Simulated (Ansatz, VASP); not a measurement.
**One calculation of Si5Ge, two programs**

```
Si Ge
1.0
     3.28340    0.00000    0.00000
     0.00000    3.28285    0.00000
     0.00000    0.00000    8.65309
Si Ge
5 1
Cartesian
  0.0000 0.0000 7.2896
  1.6417 1.6414 0.0000
  0.0000 0.0000 1.3635
  1.6417 1.6414 2.5963
  1.6417 1.6414 6.0568
  0.0000 0.0000 4.3265
```

Alike in both runs: functional PBE; k mesh 12 × 12 × 6; occupations gaussian, width 0.1 eV; no spin polarisation.

Ansatz relaxed the structure, and its values are those at the end. VASP's run is a single point on that final structure, the one shown.

|  | VASP | Ansatz |
| --- | --- | --- |
| version | VASP 6.6.1 | Ansatz 0.2.0 |
| potentials or method | VASP PAW PBE potentials, release 64 (Si, Ge_d), cutoff 520 eV | scalar-relativistic, plane waves, PAW |
| valence electrons in the cell | 34 | 34 |

|  | VASP | Ansatz | Ansatz less VASP |
| --- | --- | --- | --- |
| gap on the k mesh at the Fermi level (eV) | none | none | - |
| pressure (GPa) | 0.0 | 0.0 | +0.02 |

A gap of «none» marks a metal or a gap that the smearing closes. With one functional, cell and mesh, what is left measures potentials, basis and numerics.
